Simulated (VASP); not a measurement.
A run of VASP 6.6.1 is set up as follows.

Contents of INCAR:

```
SYSTEM = BaTiO3
ALGO = Normal
EDIFF = 1E-8
ENCUT = 520
ISIF = 2
ISMEAR = -1
LASPH = .TRUE.
LCHARG = .FALSE.
LEFG = .TRUE.
LREAL = .FALSE.
LWAVE = .FALSE.
NBANDS = 28
NELM = 100
PREC = Accurate
SIGMA = 0.05
```

File KPOINTS:

```
k-points
0
G
  8 8 8
  0 0 0
```

POSCAR

```
BaTiO3
1.0
    4.0073000000      0.0000000000      0.0000000000
    0.0000000000      4.0073000000      0.0000000000
    0.0000000000      0.0000000000      4.0073000000
Ba Ti O
1 1 3
Direct
    0.5000000000      0.5000000000      0.5000000000
    0.0000000000      0.0000000000      0.0000000000
    0.5000000000      0.0000000000      0.0000000000
    0.0000000000      0.5000000000      0.0000000000
    0.0000000000      0.0000000000      0.5000000000
```

Potentials or basis: VASP PAW LDA potentials, release 64 (Ba_sv, Ti_sv, O).

Run with:

```bash
$ cat potpaw_LDA.64/Ba_sv/POTCAR potpaw_LDA.64/Ti_sv/POTCAR potpaw_LDA.64/O/POTCAR > POTCAR
$ mpirun -np 1 vasp_std > vasp.out
```

Question: What does it give for the band gap on the k mesh?

Answer: 1.65 eV, indirect (least direct gap 1.79 eV).

Question: Estimate the pressure.

Answer: -7.4 GPa.

Electric field gradients, principal values (V/Å²):
| atom | least | middle | greatest (by size) |
| --- | --- | --- | --- |
| 1 Ba | 0.000 | 0.000 | 0.000 |
| 2 Ti | 0.000 | 0.000 | 0.000 |
| 3 O | -10.859 | -10.859 | 21.718 |
| 4 O | -10.859 | -10.859 | 21.718 |
| 5 O | -10.859 | -10.859 | 21.718 |

Caveat: without QUAD_EFG the Cq values of the log hold for a quadrupole moment of 1 mb, not for the nuclei; spin-orbit coupling is left out, which moves the levels of the heavy elements. A hybrid or GW would open this gap; LDA tends to underestimate it.
